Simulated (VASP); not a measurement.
Ca: single point with LDA

Crystal: Ca.

```xyz
2
Lattice="3.7621 0.0000 0.0000 -1.8811 3.2581 0.0000 0.0000 0.0000 6.2426" Properties=species:S:1:pos:R:3 pbc="T T T"
Ca    0.0000    2.1721    1.5607
Ca    1.8811    1.0860    4.6820
```

This isn't the form of Ca at room conditions, which is fcc.

```
Program                : VASP 6.6.1
Task                   : single point
Functional             : LDA
Potentials or basis    : VASP PAW LDA potentials, release 64 (Ca_sv)
Cutoff                 : 520 eV
k mesh                 : 12 × 12 × 6
Occupations            : fermi-dirac, width 0.05 eV
Spin                   : no spin polarisation
Dipole correction      : no
Further INCAR settings : ALGO = Normal; EDIFF = 1e-06; NBANDS = 17
```

```
Pressure               : 0.0 GPa
Band gap on the k mesh : zero (bands 10 and 11 overlap by 0.36 eV)
```

Stress tensor (GPa, compression positive):
```
 0.05  0.00  0.00
 0.00  0.05  0.00
 0.00  0.00 -0.03
```

Levels at points of the mesh, in eV from the Fermi level:
```
           k point  band 8  band 9  band 10  band 11  band 12  band 13
(0.00, 0.00, 0.00)  -22.56   -4.23    -1.18    -0.12     2.21     2.30
(0.50, 0.00, 0.00)  -22.60   -1.14    -0.63     0.09     0.28     1.40
(0.00, 0.00, 0.50)  -22.58   -3.16    -3.16     1.32     1.32     2.30
(0.50, 0.00, 0.50)  -22.62   -0.79    -0.79     0.22     0.22     1.41
```

It took 71 s on 1 thread of Intel Xeon 8259CL, with other jobs on the host, peak memory 0.21 GiB.
